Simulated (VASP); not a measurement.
# TiCo (Pm-3m) in VASP: a series of runs, part 2 of 2

VASP 6.6.1. The steps go on from the part before.

### 4 Relaxation of cell and atoms, PBE, collinear spin, ferromagnetic start, target pressure -1 GPa, at which the enthalpy is minimised

This run uses another cell than the first one, of 13.44 Å³/atom.

File INCAR:

```
  PREC = Accurate
  ENCUT = 600
  EDIFF = 1E-6
  ISMEAR = 0
  SIGMA = 0.1
  LREAL = F
  LASPH = T
  NELM = 150
  ALGO = Fast
  ISIF = 3
  LWAVE = F
  LCHARG = F
  ISPIN = 2
  MAGMOM = 0 1.09
  LORBIT = 11
  LMAXMIX = 4
  GGA = PE
  IBRION = 2
  NSW = 70
  EDIFFG = -0.008
  PSTRESS = -10.0
```

File KPOINTS:

```
Automatic mesh
0
Gamma
  14 14 14
```

File POSCAR:

```
TiCo
1.0
    2.9953062171      0.0000000000      0.0000000000
    0.0000000000      2.9953062171      0.0000000000
    0.0000000000      0.0000000000      2.9953062171
Ti Co
1 1
Direct
    0.0000000000      0.0000000000      0.0000000000
    0.5000000000      0.5000000000      0.5000000000
```

Command:

```
$ cat potpaw_PBE.64/Ti_sv/POTCAR potpaw_PBE.64/Co/POTCAR > POTCAR
$ mpirun -np 1 vasp_std > vasp.out
```

It took 2.3 min on 1 thread of Intel Xeon 6975P-C (Granite Rapids), shared host; peak memory 0.23 GiB.

It converged, with:

| Item | Value |
| --- | --- |
| Free energy | -15.6781 eV |
| Relaxed volume | 13.34 Å³/atom |
| Relaxed cell | a = 2.988 Å, b = 2.988 Å, c = 2.988 Å, α = 90.00°, β = 90.00°, γ = 90.00° |
| Space group after relaxing (to 0.1 Å) | Pm-3m (No. 221) |
| Energy change on relaxing (the run minimises the enthalpy) | -0.9 meV/atom |
| Ionic steps | 3 |
| Pressure after relaxing | -1.0 GPa |
| Net moment | 0.88 μB per cell |
| Site moments | Ti -0.03; Co +0.96 μB |
| Valence electrons inside the program's atomic spheres | Ti 10.28; Co 8.28 |

Step by step:
| step | energy change (eV) | largest force (eV/Å) | pressure (GPa) | volume (Å³) |
| --- | --- | --- | --- | --- |
| 1 | 0.0000 | 0.0000 | -2.09 | 26.87 |
| 2 | -0.0023 | 0.0000 | 0.04 | 26.52 |
| 3 | -0.0018 | 0.0000 | -0.98 | 26.68 |

Final structure:
```yaml
crystal:
  lattice:
    - [2.98821, 0.00000, 0.00000]
    - [0.00000, 2.98821, 0.00000]
    - [0.00000, 0.00000, 2.98821]
  atoms:
    - { symbol: Ti, position: [0.00000, 0.00000, 0.00000] }
    - { symbol: Co, position: [0.50000, 0.50000, 0.50000] }
```

Levels at points of the mesh, in eV from the Fermi level:
Spin up:
```
           k point  band 9  band 10  band 11  band 12  band 13  band 14
(0.00, 0.00, 0.00)   -1.87    -1.87     0.48     0.48     2.67     2.67
(0.50, 0.00, 0.00)   -1.99    -1.52    -0.68    -0.62     0.68     0.68
(0.50, 0.50, 0.00)   -1.52    -0.79     0.64     0.64     1.11     2.44
(0.50, 0.50, 0.50)   -2.06    -2.06    -1.50    -1.50     3.20     3.20
```
Spin down:
| k point | band 6 | band 7 | band 8 | band 9 | band 10 | band 11 | band 12 | band 13 | band 14 | band 15 |
| --- | --- | --- | --- | --- | --- | --- | --- | --- | --- | --- |
| (0.00, 0.00, 0.00) | -3.48 | -3.48 | -1.31 | -1.31 | -1.31 | 1.04 | 1.04 | 2.77 | 2.77 | 2.77 |
| (0.50, 0.00, 0.00) | -3.80 | -1.83 | -1.39 | -1.39 | -0.88 | -0.79 | 0.61 | 0.68 | 0.68 | 2.25 |
| (0.50, 0.50, 0.00) | -3.67 | -2.27 | -2.27 | 0.02 | 0.32 | 0.61 | 0.61 | 1.27 | 2.63 | 2.63 |
| (0.50, 0.50, 0.50) | -2.30 | -2.30 | -2.07 | -2.07 | -2.07 | 0.05 | 0.05 | 3.13 | 3.13 | 7.20 |

Caveat: the cell is relaxed towards a set pressure, so the run minimises the enthalpy, not the energy.

### 5 Relaxation of cell and atoms, PBE, collinear spin, ferromagnetic start, target pressure 50 GPa, at which the enthalpy is minimised

This run uses another cell than the first one, of 10.88 Å³/atom.

File INCAR:

```
  PREC = Accurate
  ENCUT = 600
  EDIFF = 1E-7
  ISMEAR = 0
  SIGMA = 0.1
  LREAL = False
  LASPH = True
  NELM = 150
  ALGO = Normal
  ISIF = 3
  LWAVE = False
  LCHARG = False
  ISPIN = 2
  MAGMOM = 0 0.66
  LORBIT = 11
  LMAXMIX = 4
  GGA = PE
  IBRION = 2
  NSW = 70
  EDIFFG = -0.008
  PSTRESS = 500.0
```

File KPOINTS:

```
Automatic mesh
0
Gamma
  16 16 16
```

File POSCAR:

```
TiCo
1.0
    2.7920776753      0.0000000000      0.0000000000
    0.0000000000      2.7920776753      0.0000000000
    0.0000000000      0.0000000000      2.7920776753
Ti Co
1 1
Direct
    0.0000000000      0.0000000000      0.0000000000
    0.5000000000      0.5000000000      0.5000000000
```

Command:

```
$ cat potpaw_PBE.64/Ti_sv/POTCAR potpaw_PBE.64/Co/POTCAR > POTCAR
$ mpirun -np 1 vasp_std > vasp.out
```

Run time: 2.2 min. Hardware: 1 thread of Intel Xeon 6975P-C (Granite Rapids), shared host; peak memory 0.25 GiB.

Results (log left out):

- Free energy: -15.0426 eV
- Relaxed volume: 10.83 Å³/atom
- Relaxed cell: a = 2.787 Å, b = 2.787 Å, c = 2.787 Å, α = 90.00°, β = 90.00°, γ = 90.00°
- Space group after relaxing (to 0.1 Å): Pm-3m (No. 221)
- Energy change on relaxing (the run minimises the enthalpy): +17.2 meV/atom
- Ionic steps: 3
- Pressure after relaxing: 50.0 GPa
- Net moment: 0.23 μB per cell
- Site moments: Ti +0.02; Co +0.21 μB
- Valence electrons inside the program's atomic spheres: Ti 10.65; Co 8.70

Step by step:
```
step  energy change (eV)  largest force (eV/Å)  pressure (GPa)  volume (Å³)
   1              0.0000                0.0000           48.17        21.77
   2              0.1250                0.0000           54.71        21.38
   3              0.0343                0.0000           50.00        21.65
```

Final structure:
```yaml
crystal:
  lattice:
    - [2.78728, 0.00000, 0.00000]
    - [0.00000, 2.78728, 0.00000]
    - [0.00000, 0.00000, 2.78728]
  atoms:
    - { symbol: Ti, position: [0.00000, 0.00000, 0.00000] }
    - { symbol: Co, position: [0.50000, 0.50000, 0.50000] }
```

Levels at points of the mesh, in eV from the Fermi level:
Spin up:
```csv
k point,band 7,band 8,band 9,band 10,band 11,band 12,band 13,band 14
"(0.00, 0.00, 0.00)",-5.12,-2.01,-2.01,-2.01,0.84,0.84,3.45,3.45
"(0.50, 0.00, 0.00)",-3.36,-2.08,-2.08,-1.47,-1.27,0.22,0.67,0.67
"(0.50, 0.50, 0.00)",-3.26,-3.26,-0.96,-0.29,1.07,1.07,1.46,3.26
"(0.50, 0.50, 0.50)",-3.06,-2.79,-2.79,-2.79,-0.92,-0.92,4.01,4.01
```
Spin down:
```tsv
k point	band 8	band 9	band 10	band 11	band 12	band 13
(0.00, 0.00, 0.00)	-1.88	-1.88	-1.88	0.99	0.99	3.50
(0.50, 0.00, 0.00)	-1.95	-1.95	-1.32	-1.27	0.48	0.70
(0.50, 0.50, 0.00)	-3.16	-0.61	-0.03	1.09	1.09	1.52
(0.50, 0.50, 0.50)	-2.77	-2.77	-2.77	-0.57	-0.57	4.01
```

Caveat: the cell is relaxed towards a set pressure, so the run minimises the enthalpy, not the energy.

### 6 Summary

```tsv
task	cell	k mesh	cutoff (eV)	gap on the mesh (eV)	pressure (GPa)	moment (μB)
single point	a = 3.082 Å, 2 atoms	14 × 14 × 14	520	none	-13.0	0.92
relaxation of cell and atoms	relaxed to 1 GPa from a = 2.976 Å, 2 atoms	14 × 14 × 14	600	none	1.0	0.86
relaxation of cell and atoms	relaxed to -1 GPa from a = 2.995 Å, 2 atoms	14 × 14 × 14	600	none	-1.0	0.88
relaxation of cell and atoms	relaxed to 50 GPa from a = 2.792 Å, 2 atoms	16 × 16 × 16	600	none	50.0	0.23
```

Alike in all rows: level PBE; potentials or basis VASP PAW PBE potentials, release 64 (Ti_sv, Co); spin collinear, ferromagnetic start; smearing gaussian 0.1 eV.

Caveats: the cell is relaxed towards a set pressure, so the run minimises the enthalpy, not the energy (at least some runs); the cell stands under tension (at least some runs); the relaxation stopped at its first step, so nothing moved (at least some runs).

Total energies depend on the potentials used, so only differences within one code and one set of settings carry meaning.
